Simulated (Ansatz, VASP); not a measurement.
**One calculation of SrO, two programs**

INCAR

```
ALGO = Normal
EDIFF = 1E-6
ENCUT = 600
GGA = PE
GGA_COMPAT = F
ISIF = 2
ISMEAR = 0
LASPH = T
LCHARG = F
LDAU = T
LDAUJ = 0 0
LDAUL = -1 1
LDAUPRINT = 1
LDAUTYPE = 2
LDAUU = 0 2.4
LREAL = F
LWAVE = F
NBANDS = 15
NELM = 200
PREC = Accurate
SIGMA = 0.01
```

File KPOINTS:

```
k-points
0
Gamma
  2 2 2
```

POSCAR

```
SrO
1.0
    0.0000000000      2.5837846888      2.5837846888
    2.5837846888      0.0000000000      2.5837846888
    2.5837846888      2.5837846888      0.0000000000
Sr O
1 1
Direct
    0.5000000000      0.5000000000      0.5000000000
    0.0096757288      0.0096757288     -0.0096757288
```

Input for Ansatz:

```yaml
crystal:
  lattice:
    - [0.0, 2.5837846888, 2.5837846888]
    - [2.5837846888, 0.0, 2.5837846888]
    - [2.5837846888, 2.5837846888, 0.0]
  atoms:
    - { symbol: Sr, position: [0.5, 0.5, 0.5] }
    - { symbol: O, position: [0.0096757288, 0.0096757288, -0.0096757288] }
basis:
  ecutwfc: 420
kpoints:
  mp_grid: { grid: [2, 2, 2] }
hamiltonian:
  xc: pbe
  hubbard: { sites: [{ species: O, l: p, u_eff: 2.4 }] }
scf:
  occupations: { method: fixed }
  max_iter: 77
output:
  forces: true
  stress: true
  eigenvalues: true
  optics: { e_range: [0, 10], sigma: 0.2 }
```

Alike in both runs: task single point; functional PBE; k mesh 2 × 2 × 2; no spin polarisation; Hubbard terms O p U = 2.4 eV.

|  | VASP | Ansatz |
| --- | --- | --- |
| version | VASP 6.6.1 | Ansatz 0.2.0 |
| potentials or method | VASP PAW PBE potentials, release 64 (Sr_sv, O), cutoff 600 eV | scalar-relativistic, plane waves, PAW |
| occupations | gaussian, width 0.01 eV | fixed |
| valence electrons in the cell | 16 | 16 |

```csv
,VASP,Ansatz,Ansatz less VASP
gap on the k mesh at the Fermi level (eV),3.12,3.82,+0.699
least direct gap on the mesh (eV),3.23,3.91,+0.687
pressure (GPa),1.9,0.9,-1.03
"traceless stress, the component that is largest in VASP (GPa)",0.21,0.19,-0.014
rms of the force components (eV/Å),0.045,0.027,-0.0177
```

The programs project onto different local orbitals, so the same U acts differently, and such runs can settle in different states. Atom by atom the forces differ by 0.018 eV/Å (rms over components).

The k mesh is coarse, so the values compare programs but aren't converged.
